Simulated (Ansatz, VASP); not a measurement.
**One calculation of AlRu, two programs**

```xyz
8
Lattice="4.9432 -0.0469 0.1912 -0.0469 4.8104 0.2864 0.1912 0.2864 4.9503" Properties=species:S:1:pos:R:3 pbc="T T T"
Al    3.9614    0.3621    3.0709
Al    0.6040    3.1794    0.7935
Al    2.6471    3.4015    4.2461
Al    1.9950    1.1046    4.5241
Ru    0.2920    2.7048    3.3160
Ru    1.5274    0.3579    2.1024
Ru    4.2136    0.5272    0.5607
Ru    3.0200    2.8209    1.7669
```

Alike in both runs: task relaxation of cell and atoms; functional PBE; k mesh 3 × 3 × 3; occupations gaussian, width 0.1 eV; no spin polarisation.

```csv
,VASP,Ansatz
version,VASP 6.6.1,Ansatz 0.2.0
potentials or method,"VASP PAW PBE potentials, release 64 (Al, Ru_pv), cutoff 600 eV","scalar-relativistic, plane waves, PAW"
valence electrons in the cell,68,76
```

|  | VASP | Ansatz | Ansatz less VASP |
| --- | --- | --- | --- |
| gap on the k mesh at the Fermi level, each at its own relaxed structure (eV) | none | none | - |
| relaxed volume (Å³/atom) | 13.56 | 13.97 | +0.407 |
| relaxed cell length with the largest relative difference (Å) | 5.192 | 4.912 | -0.2800 |

A gap of «none» marks a metal or a gap that the smearing closes. One of these differences is far larger than is usual between the two programs; its cause wasn't traced. VASP's potentials hold 68 valence electrons a cell and Ansatz's 76, so a difference there can come from the potentials and not from the codes.

The k mesh is coarse, so the values compare programs but aren't converged.
